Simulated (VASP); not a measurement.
Wanted: the native input for a VASP 6.6.1 run.

- Task: single point
- Functional: r2SCAN
- Potentials or basis: VASP PAW PBE potentials, release 64 (Ba_sv, Ti_sv, O)
- Cutoff: 520 eV
- k mesh: 7 × 7 × 7
- Occupations: fermi-dirac, width 0.05 eV
- Spin: no spin polarisation
- Dipole correction: no
- Further INCAR settings: ALGO = Normal; EDIFF = 1e-07; NBANDS = 28

BaTiO3 (Barioperovskite):

```
Ba Ti O
1.0
     3.98550    0.00000    0.00000
     0.00000    2.83690    2.84515
     0.00000   -2.83690    2.84515
Ba Ti O
1 1 3
Cartesian
  0.0000 0.0000 0.0000
  1.9928 0.0000 2.9157
  1.9928 1.3804 4.2594
  1.9928 -1.3804 4.2594
  0.0000 0.0000 2.7735
```

The input as run:

POSCAR

```
BaTiO3
1.0
    3.9855000000      0.0000000000      0.0000000000
    0.0000000000      2.8369000000      2.8451500000
    0.0000000000     -2.8369000000      2.8451500000
Ba Ti O
1 1 3
Direct
    0.0000000000      0.0000000000      0.0000000000
    0.5000000000      0.5124000000      0.5124000000
    0.5000000000      0.9918400000      0.5052400000
    0.5000000000      0.5052400000      0.9918400000
    0.0000000000      0.4874000000      0.4874000000
```

INCAR.step1

```
PREC     = Accurate       # precision mode
ENCUT    = 520            # plane-wave cutoff, eV
ISMEAR   = -1             # smearing method
SIGMA    = 0.05           # smearing width, eV
LREAL    = F              # projectors in reciprocal space
LASPH    = T              # aspherical terms in the spheres
NELM     = 80             # most SCF steps
NBANDS   = 28             # bands
GGA      = PE             # functional
ALGO     = Normal         # electronic algorithm
EDIFF    = 1E-4           # SCF threshold, eV
LWAVE    = T              # write WAVECAR
LCHARG   = F              # write CHGCAR
```

INCAR.step2

```
PREC     = Accurate       # precision mode
ENCUT    = 520            # plane-wave cutoff, eV
EDIFF    = 1E-7           # SCF threshold, eV
ISMEAR   = -1             # smearing method
SIGMA    = 0.05           # smearing width, eV
LREAL    = F              # projectors in reciprocal space
LASPH    = T              # aspherical terms in the spheres
NELM     = 80             # most SCF steps
ALGO     = Normal         # electronic algorithm
ISIF     = 2              # what is computed and relaxed
LWAVE    = F              # write WAVECAR
LCHARG   = F              # write CHGCAR
METAGGA  = R2SCAN         # meta-GGA
LMIXTAU  = T            
NBANDS   = 28             # bands
ISTART   = 1
```

KPOINTS

```
Automatic mesh
0
Gamma
  7 7 7
```

Potentials or basis: VASP PAW PBE potentials, release 64 (Ba_sv, Ti_sv, O).

Run with:

```console
$ cat potpaw_PBE.64/Ba_sv/POTCAR potpaw_PBE.64/Ti_sv/POTCAR potpaw_PBE.64/O/POTCAR > POTCAR
$ cp INCAR.step1 INCAR
$ mpirun -np 1 vasp_std > vasp.out
$ cp INCAR.step2 INCAR
$ mpirun -np 1 vasp_std > vasp.out
```

Results of the run:

```
Pressure               : 1.1 GPa
Largest force          : 0.272 eV/Å
Band gap on the k mesh : 2.31 eV, indirect (least direct gap 2.46 eV)
```

Caveat: the PAW data sets were made with another functional, which shifts forces and pressure a little; spin-orbit coupling is left out, which moves the levels of the heavy elements.

It took 6.7 min on 1 thread of Intel(R) Xeon(R) Platinum 8375C CPU @ 2.90GHz (Ice Lake), with other jobs on the host, peak memory 0.25 GiB.
